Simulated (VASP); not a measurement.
**SnGe2: single point with PBE**

Crystal: SnGe2.

```
CELL_PARAMETERS angstrom
4.00886 0.00000 0.00000
-2.00443 3.47178 0.00000
0.00000 0.00000 5.87292
ATOMIC_POSITIONS crystal
Sn 0.33333 0.66667 0.31113
Ge 0.33333 0.66667 0.82463
Ge 0.00000 0.00000 0.63569
```

The cell was generated, and may not be a known phase.

```
Program             : VASP 6.6.1
Task                : single point
Functional          : PBE
Potentials or basis : VASP PAW PBE potentials, release 64 (Sn_d, Ge_d)
Cutoff              : 500 eV
k mesh              : 5 × 5 × 4
Occupations         : gaussian, width 0.2 eV
Spin                : no spin polarisation
```

```json
{"Pressure": "0.1 GPa", "Largest force": "0.008 eV/Å", "Band gap on the k mesh": "zero (bands 21 and 22 overlap by 1.18 eV)"}
```

Forces on the atoms (eV/Å):
```
Sn   0.000  0.000  0.005
Ge   0.000  0.000  0.003
Ge   0.000  0.000 -0.008
```

Stress tensor (GPa, compression positive):
```
-0.06  0.00  0.00
 0.00 -0.06  0.00
 0.00  0.00  0.51
```

Levels at points of the mesh, in eV from the Fermi level:
| k point | band 17 | band 18 | band 19 | band 20 | band 21 | band 22 | band 23 | band 24 | band 25 | band 26 |
| --- | --- | --- | --- | --- | --- | --- | --- | --- | --- | --- |
| (0.00, 0.00, 0.00) | -7.10 | -5.80 | -0.58 | -0.58 | -0.13 | 3.05 | 3.05 | 3.58 | 3.94 | 3.94 |
| (0.00, 0.00, 0.50) | -8.86 | -2.36 | -0.79 | -0.34 | -0.34 | 1.42 | 2.56 | 2.56 | 3.66 | 3.66 |

Run time: 38 s on 1 thread of Intel Xeon 8259CL (shared host), peak memory 0.21 GiB.

Caveat: the k points lie up to 0.36 Å⁻¹ apart, too coarse for converged energies and pressures of a metal; spin-orbit coupling is left out, which moves the levels of the heavy elements.
